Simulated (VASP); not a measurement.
# Rh (Fm-3m) in VASP: further runs

The runs below take Rh through single point, relaxation of cell and atoms, with PBEsol.

Everything below comes from runs of VASP 6.6.1. Logs are shortened: lines on timing, memory, paths and dates and some standing lists are left out, and cuts for length are marked.

## Step 1: The cell of the first run

Symmetry: Fm-3m, No. 225, cubic system. Conventional cell: a = 3.780 Å, b = 3.780 Å, c = 3.780 Å, α = 90.00°, β = 90.00°, γ = 90.00°. Within 3.5 Å of Rh (site symmetry m-3m) lie 12 Rh at 2.67 Å.

## Step 2: Single point, PBEsol

Contents of INCAR:

```
ALGO = Normal ; EDIFF = 1E-6
ENCUT = 500 ; GGA = PS
GGA_COMPAT = F ; ISIF = 2
ISMEAR = 1 ; LASPH = T
LCHARG = F ; LREAL = F
LWAVE = F ; NBANDS = 14
NELM = 120 ; PREC = Accurate
SIGMA = 0.1
```

Contents of KPOINTS:

```
k-points
0
Gamma
  10 10 10
```

Contents of POSCAR:

```
Rh
1.0
    0.0000000000      1.8897548341      1.8897548341
    1.8897548341      0.0000000000      1.8897548341
    1.8897548341      1.8897548341      0.0000000000
Rh
1
Direct
    0.0000000000      0.0000000000      0.0000000000
```

Potentials or basis: VASP PAW PBE potentials, release 64 (Rh_pv).

Run with:

```sh
cat potpaw_PBE.64/Rh_pv/POTCAR > POTCAR
mpirun -np 1 vasp_std > vasp.out
```

OUTCAR:

```text
EDIFF = 1E-6
   ENCUT = 500
   GGA = PS
   ISIF = 2
   ISMEAR = 1
   LASPH = T
   LREAL = F
   NELM = 120
   PREC = Accurate

 ion  position               nearest neighbor table
   1  0.000  0.000  0.000-

  LATTYP: Found a face centered cubic cell.
 ALAT       =     3.7795096682

  Lattice vectors:

 A1 = (   0.0000000000,   1.8897548341,   1.8897548341)
 A2 = (   1.8897548341,   0.0000000000,   1.8897548341)
 A3 = (   1.8897548341,   1.8897548341,   0.0000000000)

Analysis of symmetry for initial positions (statically):
=====================================================================
 Subroutine PRICEL returns:
 Original cell was already a primitive cell.

 Routine SETGRP: Setting up the symmetry group for a
 face centered cubic supercell.

 Subroutine GETGRP returns: Found 48 space group operations
 (whereof 48 operations were pure point group operations)
 out of a pool of 48 trial point group operations.

The static configuration has the point symmetry O_h .

Analysis of symmetry for dynamics (positions and initial velocities):
=====================================================================
 Subroutine PRICEL returns:
 Original cell was already a primitive cell.

 Routine SETGRP: Setting up the symmetry group for a
 face centered cubic supercell.

 Subroutine GETGRP returns: Found 48 space group operations
 (whereof 48 operations were pure point group operations)
 out of a pool of 48 trial point group operations.

The dynamic configuration has the point symmetry O_h .

 Subroutine INISYM returns: Found 48 space group operations
 (whereof 48 operations are pure point group operations),
 and found     1 'primitive' translations

----------------------------------------------------------------------------------------

                                     Primitive cell

  volume of cell :      13.4973

  direct lattice vectors                    reciprocal lattice vectors
     0.000000000  1.889754834  1.889754834    -0.264584586  0.264584586  0.264584586
     1.889754834  0.000000000  1.889754834     0.264584586 -0.264584586  0.264584586
     1.889754834  1.889754834  0.000000000     0.264584586  0.264584586 -0.264584586

  length of vectors
     2.672516916  2.672516916  2.672516916     0.458273945  0.458273945  0.458273945

  position of ions in fractional coordinates (direct lattice)
     0.000000000  0.000000000  0.000000000

  ion indices of the primitive-cell ions
   primitive index   ion index
                 1           1

----------------------------------------------------------------------------------------

 KPOINTS: k-points

Automatic generation of k-mesh.
 Grid dimensions read from file:
 generate k-points for:   10   10   10

 Generating k-lattice:

  Cartesian coordinates                     Fractional coordinates (reciprocal lattice)
    -0.026458459  0.026458459  0.026458459     0.100000000  0.000000000  0.000000000
     0.026458459 -0.026458459  0.026458459     0.000000000  0.100000000  0.000000000
     0.026458459  0.026458459 -0.026458459     0.000000000  0.000000000  0.100000000

  Length of vectors
     0.045827395  0.045827395  0.045827395

  Shift w.r.t. Gamma in fractional coordinates (k-lattice)
     0.000000000  0.000000000  0.000000000

 Subroutine IBZKPT returns following result:
 ===========================================

 Found     47 irreducible k-points:

 Following reciprocal coordinates:
            Coordinates               Weight
  0.000000  0.000000  0.000000      1.000000
  0.100000  0.000000  0.000000      8.000000
  0.200000  0.000000  0.000000      8.000000
  0.300000  0.000000  0.000000      8.000000
  0.400000  0.000000  0.000000      8.000000
  0.500000  0.000000  0.000000      4.000000
[... 16 lines left out ...]
  0.300000  0.300000  0.000000      6.000000
  0.400000  0.300000  0.000000     24.000000
 [... further k-points ...]
   k-points           NKPTS =     47   k-points in BZ     NKDIM =     47   number of bands    NBANDS=     14
   number of dos      NEDOS =    301   number of ions     NIONS =      1
   total plane-waves  NPLWV =   8000
   dimension x,y,z NGX =    20 NGY =   20 NGZ =   20
   dimension x,y,z NGXF=    40 NGYF=   40 NGZF=   40
   ions per type =               1
   NGX,Y,Z   is equivalent  to a cutoff of  12.44, 12.44, 12.44 a.u.
   NGXF,Y,Z  is equivalent  to a cutoff of  24.88, 24.88, 24.88 a.u.
 SYSTEM =  unknown system
   PREC   = accura    normal or accurate (medium, high low for compatibility)
   ISTART =      0    job   : 0-new  1-cont  2-samecut
   ICHARG =      2    charge: 1-file 2-atom 10-const
   ISPIN  =      1    spin polarized calculation?
   LNONCOLLINEAR =      F non collinear calculations
   LSORBIT =      F    spin-orbit coupling
   LASPH  =      T    aspherical Exc in radial PAW
   ENCUT  =  500.0 eV  36.75 Ry    6.06 a.u.   4.87  4.87  4.87*2*pi/ulx,y,z
   NELM   =    120;   NELMIN=  2; NELMDL= -5     # of ELM steps
   EDIFF  = 0.1E-05   stopping-criterion for ELM
   LREAL  =      F    real-space projection
   EDIFFG = 0.1E-04   stopping-criterion for IOM
   NSW    =      0    number of steps for IOM
   IBRION =     -1    ionic relax: 0-MD 1-quasi-New 2-CG
   NFREE  =      0    steps in history (QN), initial steepest desc. (CG)
   ISIF   =      2    stress and relaxation
   ISYM   =      2    0-nonsym 1-usesym 2-fastsym
   POTIM  = 0.5000    time-step for ionic-motion
   TEBEG  =    0.0;   TEEND  =   0.0 temperature during run
   PSTRESS=    0.0 pullay stress
   NELECT =      15.0000    total number of electrons
   NUPDOWN=      -1.0000    fix difference up-down
   EMIN   =  10.00;   EMAX   =-10.00  energy-range for DOS
   EFERMI =   0.00;   METHOD = LEGACY
   ISMEAR =     1;   SIGMA  =   0.10  broadening in eV -4-tet -1-fermi 0-gaus
   EFERMI_NEDOS =   21; number of points for ismear=-14 and -15
   IALGO  =     38    algorithm
   IMIX   =      4    mixing-type and parameters
     AMIX     =   0.40;   BMIX     =  1.00
     AMIX_MAG =   1.60;   BMIX_MAG =  1.00
  volume/ion in A,a.u.               =      13.50        91.08
  Fermi-wavevector in a.u.,A,eV,Ry     =   1.695729  3.204463 39.123511  2.875497
  Thomas-Fermi vector in A             =   2.776720
   LORBIT       =      0    0 simple, 1 ext, 2 COOP (PROOUT), +10 PAW based schemes
   GGA     = PS    functional components
   LHFCALC =     F    Hartree Fock is set to
   AEXX    =    0.0000 exact exchange contribution
   IVDW    =     0    specifies the selected vdW correction
   LEPSILON=     F    determine dielectric tensor
   LRPA    =     F    only Hartree local field effects (RPA)
 non-spin polarized calculation
 Methfessel and Paxton  Order N= 1 SIGMA  =   0.10
  energy-cutoff  :      500.00
  volume of cell :       13.50
 maximum number of plane-waves:       353
   NGX =  9   NGY =  9   NGZ =  9

 number of electron      15.0000006 magnetization

 Free energy of the ion-electron system (eV)
  ---------------------------------------------------
  ext. energy  EPLUGINS =         0.00000000
  ---------------------------------------------------
  free energy    TOTEN  =        -8.14620166 eV

  energy without entropy =       -8.14609517  energy(sigma->0) =       -8.14616616

 E-fermi :  12.1418     XC(G=0): -14.3380

 val. band max:       12.1380360720   @ k =  -0.4000   0.5000   0.1000
 cond. band min:      12.2003196262   @ k =   0.5000   0.2000   0.1000
 fundamental gap:      0.0622835542
 Fermi energy:        12.1417871134

 k-point     1 :       0.0000    0.0000    0.0000
  band No.  band energies     occupation
      1     -34.2743      2.00000
      2     -34.2743      2.00000
      3     -34.2743      2.00000
      4       3.9055      2.00000
      5       8.9077      2.00000
      6       8.9077      2.00000
      7       8.9077      2.00000
      8      11.0850      2.00000
      9      11.0850      2.00000
     10      28.0146      0.00000
     11      32.3984      0.00000
     12      33.5738      0.00000
     13      33.5738      0.00000
     14      33.5738      0.00000

 k-point     2 :       0.1000    0.0000    0.0000
  band No.  band energies     occupation
      1     -34.3519      2.00000
      2     -34.2847      2.00000
      3     -34.2847      2.00000
      4       4.3075      2.00000
      5       8.7374      2.00000
      6       9.0594      2.00000
      7       9.0594      2.00000
      8      11.0056      2.00000
      9      11.0056      2.00000
     10      28.5912      0.00000
     11      31.7211      0.00000
     12      32.4038      0.00000
     13      34.1740      0.00000
     14      34.1740      0.00000

 k-point     3 :       0.2000    0.0000    0.0000
  band No.  band energies     occupation
      1     -34.5522      2.00000
      2     -34.3119      2.00000
      3     -34.3119      2.00000
      4       5.2891      2.00000
      5       8.5491      2.00000
      6       9.2922      2.00000
      7       9.2922      2.00000
      8      11.0279      2.00000
      9      11.0279      2.00000
     10      28.7665      0.00000
     11      29.6546      0.00000
     12      32.4010      0.00000
     13      35.7753      0.00000
     14      35.7753      0.00000

 k-point     4 :       0.3000    0.0000    0.0000
  band No.  band energies     occupation
      1     -34.7945      2.00000
      2     -34.3453      2.00000
      3     -34.3453      2.00000
      4       5.9253      2.00000
      5       9.1872      2.00000
      6       9.1872      2.00000
      7       9.3900      2.00000
      8      11.5919      2.00000
      9      11.5919      2.00000
     10      25.7095      0.00000
     11      29.2185      0.00000
     12      32.4008      0.00000
     13      36.6028      0.00000
     14      36.6028      0.00000

 k-point     5 :       0.4000    0.0000    0.0000
  band No.  band energies     occupation
      1     -34.9866      2.00000
      2     -34.3722      2.00000
      3     -34.3722      2.00000
      4       5.8616      2.00000
      5       8.9411      2.00000
      6       8.9411      2.00000
      7      11.4235      2.00000
      8      12.3495     -0.01238
      9      12.3495     -0.01238
     10      22.5611      0.00000
     11      28.0052      0.00000
[... 276 lines left out ...]
 k-point    22 :      -0.2000    0.2000    0.0000
  band No.  band energies     occupation
      1     -34.7562      2.00000
      2     -34.4953      2.00000
      3     -34.3418      2.00000
      4       6.9839      2.00000
      5       7.9416      2.00000
      6       8.9553      2.00000
      7      10.1020      2.00000
      8      10.3059      2.00000
      9      13.3695     -0.00000
     10      27.0590      0.00000
     11      28.6477      0.00000
     12      32.3644      0.00000
     13      32.5912      0.00000
     14      34.7528      0.00000

 k-point    23 :       0.3000    0.3000    0.0000
  band No.  band energies     occupation
      1     -34.7698      2.00000
      2     -34.4633      2.00000
      3     -34.4633      2.00000
      4       6.3671      2.00000
      5       6.8176      2.00000
      6      10.8126      2.00000
      7      11.2236      2.00000
      8      11.2236      2.00000
      9      12.0823      1.83568
     10      29.4706      0.00000
     11      29.4706      0.00000
     12      29.8367      0.00000
     13      32.3849      0.00000
     14      33.2460      0.00000

 k-point    24 :       0.4000    0.3000    0.0000
  band No.  band energies     occupation
      1     -34.8735      2.00000
      2     -34.5204      2.00000
      3     -34.4956      2.00000
      4       6.3102      2.00000
      5       6.6421      2.00000
      6      10.5877      2.00000
      7      11.3943      2.00000
      8      12.6055     -0.00000
      9      13.4896     -0.00000
     10      26.4841      0.00000
     11      28.3196      0.00000
     12      28.4904      0.00000
     13      32.3908      0.00000
     14      34.1044      0.00000

 [... further k-points ...]

------------------------ aborting loop because EDIFF is reached ----------------------------------------

  FORCE on cell =-STRESS in cart. coord.  units (eV):
  Direction    XX          YY          ZZ          XY          YZ          ZX
  --------------------------------------------------------------------------------------
  -------------------------------------------------------------------------------------
  Total       -0.0034423     -0.0034423     -0.0034423      0.0000000      0.0000000     -0.0000000
  in kB       -0.4086126     -0.4086126     -0.4086126      0.0000000      0.0000000     -0.0000000
  external PRESSURE =      -0.4086126 kB  Pullay stress =       0.0000000 kB

 VOLUME and BASIS-vectors are now :
 -----------------------------------------------------------------------------
  energy-cutoff  :      500.00
  volume of cell :       13.50
      direct lattice vectors                 reciprocal lattice vectors
     0.000000000  1.889754834  1.889754834    -0.264584586  0.264584586  0.264584586
     1.889754834  0.000000000  1.889754834     0.264584586 -0.264584586  0.264584586
     1.889754834  1.889754834  0.000000000     0.264584586  0.264584586 -0.264584586

 POSITION                                       TOTAL-FORCE (eV/Angst)
 -----------------------------------------------------------------------------------
      0.00000      0.00000      0.00000        -0.000000      0.000000      0.000000
 -----------------------------------------------------------------------------------
    total drift:                                0.000000      0.000000      0.000000

  FREE ENERGIE OF THE ION-ELECTRON SYSTEM (eV)
  ---------------------------------------------------
  free  energy   TOTEN  =        -8.1462016569 eV

  energy  without entropy=       -8.1460951677  energy(sigma->0) =       -8.14616616
```

It took 4 s on 1 thread of Intel Xeon Platinum 8481C at 2.70GHz (Sapphire Rapids), shared host; peak memory 0.12 GiB.

Results:

* Free energy: -8.1462 eV
* Pressure: 0.0 GPa
* Band gap on the k mesh: zero (an odd number of electrons rules out a gap without spin polarisation)

Caveat: the PAW data sets were made with another functional, which shifts forces and pressure a little.

## Step 3: Relaxation of cell and atoms, PBEsol

This run uses another cell than the first one, of 13.67 Å³/atom.

Contents of INCAR:

```
PREC     = Accurate       # precision mode
ENCUT    = 500            # plane-wave cutoff, eV
EDIFF    = 1E-7           # SCF threshold, eV
ISMEAR   = 1              # smearing method
SIGMA    = 0.1            # smearing width, eV
LREAL    = F              # projectors in reciprocal space
LASPH    = T              # aspherical terms in the spheres
NELM     = 120            # most SCF steps
ALGO     = Normal         # electronic algorithm
ISIF     = 3              # what is computed and relaxed
LWAVE    = F              # write WAVECAR
LCHARG   = F              # write CHGCAR
GGA      = PS             # functional
IBRION   = 2              # ionic algorithm
NSW      = 80             # ionic steps
EDIFFG   = -0.03          # ionic threshold
GGA_COMPAT= F            
NELMIN   = 4
```

Contents of KPOINTS:

```
Automatic mesh
0
Gamma
  10 10 10
```

Contents of POSCAR:

```
Rh
1.0
    0.0000000000      1.8978500000      1.8978500000
    1.8978500000      0.0000000000      1.8978500000
    1.8978500000      1.8978500000      0.0000000000
Rh
1
Direct
    0.0000000000      0.0000000000      0.0000000000
```

Potentials or basis: VASP PAW PBE potentials, release 64 (Rh_pv).

Run with:

```sh
cat potpaw_PBE.64/Rh_pv/POTCAR > POTCAR
mpirun -np 1 vasp_std > vasp.out
```

Wall time 7.9 s (1 thread of Intel Xeon Platinum 8481C at 2.70GHz (Sapphire Rapids), shared host); peak memory 0.13 GiB.

Results (log left out):

* Free energy: -8.1463 eV
* Relaxed volume: 13.50 Å³/atom
* Relaxed cell: a = 2.673 Å, b = 2.673 Å, c = 2.673 Å, α = 60.00°, β = 60.00°, γ = 60.00°
* Space group after relaxing (to 0.1 Å): Fm-3m (No. 225)
* Energy gained by relaxing: 2.1 meV/atom
* Ionic steps: 3
* Pressure after relaxing: 0.0 GPa
* Band gap on the k mesh: zero (an odd number of electrons rules out a gap without spin polarisation)

Step by step:
| step | energy change (eV) | largest force (eV/Å) | pressure (GPa) | volume (Å³) |
| --- | --- | --- | --- | --- |
| 1 | 0.0000 | 0.0000 | -3.71 | 13.67 |
| 2 | 0.0122 | 0.0000 | 10.75 | 13.05 |
| 3 | -0.0021 | 0.0000 | -0.03 | 13.50 |

Final structure:
```xyz
1
Lattice="0.0000 1.8898 1.8898 1.8898 0.0000 1.8898 1.8898 1.8898 0.0000" Properties=species:S:1:pos:R:3 pbc="T T T"
Rh    0.0000    0.0000    0.0000
```

Levels at points of the mesh, in eV from the Fermi level:
```tsv
k point	band 5	band 6	band 7	band 8	band 9	band 10
(0.00, 0.00, 0.00)	-3.23	-3.23	-3.23	-1.06	-1.06	15.87
(0.50, 0.00, 0.00)	-3.31	-3.31	0.55	0.55	0.59	8.73
(0.50, 0.50, 0.00)	-6.19	0.53	0.98	0.98	3.16	12.42
```

Caveat: the PAW data sets were made with another functional, which shifts forces and pressure a little.
